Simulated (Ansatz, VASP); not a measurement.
# One calculation of MoS2, two programs

```xyz
6
Lattice="3.1610 -0.0316 -0.0316 -1.6079 2.7533 -0.0116 -0.1230 -0.1230 12.2950" Properties=species:S:1:pos:R:3 pbc="T T T"
Mo   -0.0490    1.7943    3.0555
Mo    1.4792    0.8045    9.1963
S    -0.0954    1.7479    7.6969
S     1.5557    0.8810    1.5427
S    -0.1255    1.7177   10.7091
S     1.5256    0.8509    4.5550
```

Change from the starting cell: equal xy, yz and zx shear strains of -2 %, crystal datasets.

Alike in both runs: task electric field gradients; functional PBE; k mesh 10 × 10 × 3; occupations fermi-dirac, width 0.03 eV; no spin polarisation.

```csv
,VASP,Ansatz
version,VASP 6.6.1,Ansatz 0.2.0
potentials or method,"VASP PAW PBE potentials, release 64 (Mo_sv, S), cutoff 520 eV","all-electron PAW with datasets made for the crystal, scalar-relativistic"
```

```csv
,VASP,Ansatz,Ansatz less VASP
pressure (GPa),8.9,9.1,+0.18
"traceless stress, the component that is largest in VASP (GPa)",4.37,4.41,+0.046
rms of the force components (eV/Å),0.624,0.633,+0.0091
size of Vzz on the site where it differs most (V/Å²),97.8,95.2,-2.57
```

Atom by atom the forces differ by 0.009 eV/Å (rms over components). Ansatz ran all-electron here, and VASP with PAW potentials.
